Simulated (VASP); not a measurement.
ZnSe (Stilleite): relaxation of cell and atoms with revPBE+D4

ZnSe (Stilleite):

```xyz
2
Lattice="0.0000 2.8338 2.8338 2.8338 0.0000 2.8338 2.8338 2.8338 0.0000" Properties=species:S:1:pos:R:3 pbc="T T T"
Se    4.2507    4.2507    4.2507
Zn    0.0000    0.0000    0.0000
```

```yaml
Program: VASP 6.6.1
Task: relaxation of cell and atoms
Functional: revPBE
Dispersion: D4
Potentials_or_basis: VASP PAW PBE potentials, release 64 (Se, Zn)
Cutoff: 600 eV
k_mesh: 8 × 8 × 8
Occupations: fermi-dirac, width 0.05 eV
Spin: no spin polarisation
Dipole_correction: no
Further_INCAR_settings: ALGO = Normal; EDIFF = 1e-07; IBRION = 2; EDIFFG = -0.005; NSW = 80; ISIF = 3
```

```yaml
Relaxed_volume: 22.55 Å³/atom
Relaxed_cell: a = 3.995 Å, b = 3.995 Å, c = 3.995 Å, α = 60.00°, β = 60.00°, γ = 60.00°
Space_group_after_relaxing_to_0.05_Å: F-43m (No. 216)
Energy_gained_by_relaxing: 0.4 meV/atom
Ionic_steps: 3
Pressure_after_relaxing: 0.0 GPa
Band_gap_on_the_k_mesh: 1.45 eV, direct
Dispersion_energy_per_atom: -0.556 eV
```

The path:
```
step  energy change (eV)  largest force (eV/Å)  pressure (GPa)  volume (Å³)
   1              0.0000                0.0000           -0.56        45.51
   2             -0.0007                0.0000            0.16        44.99
   3             -0.0007                0.0000            0.01        45.10
```

Final structure:
```xyz
2
Lattice="0.0000 2.8251 2.8251 2.8251 0.0000 2.8251 2.8251 2.8251 0.0000" Properties=species:S:1:pos:R:3 pbc="T T T"
Se    4.2377    4.2377    4.2377
Zn    0.0000    0.0000    0.0000
```

Levels at points of the mesh, in eV from the valence-band top:
```csv
k point,band 6,band 7,band 8,band 9,band 10,band 11,band 12,band 13
"(0.00, 0.00, 0.00)",-6.17,0.00,0.00,0.00,1.45,5.84,5.84,5.84
"(0.50, 0.00, 0.00)",-6.01,-5.25,-0.88,-0.88,2.65,6.42,6.42,8.75
"(0.50, 0.50, 0.00)",-5.98,-4.76,-2.21,-2.21,3.07,3.53,10.93,11.38
```

It took 76 s on 1 thread of Intel Xeon 8259CL (shared host), peak memory 0.2 GiB.

Caveat: the PAW data sets were made with another functional, which shifts forces and pressure a little.
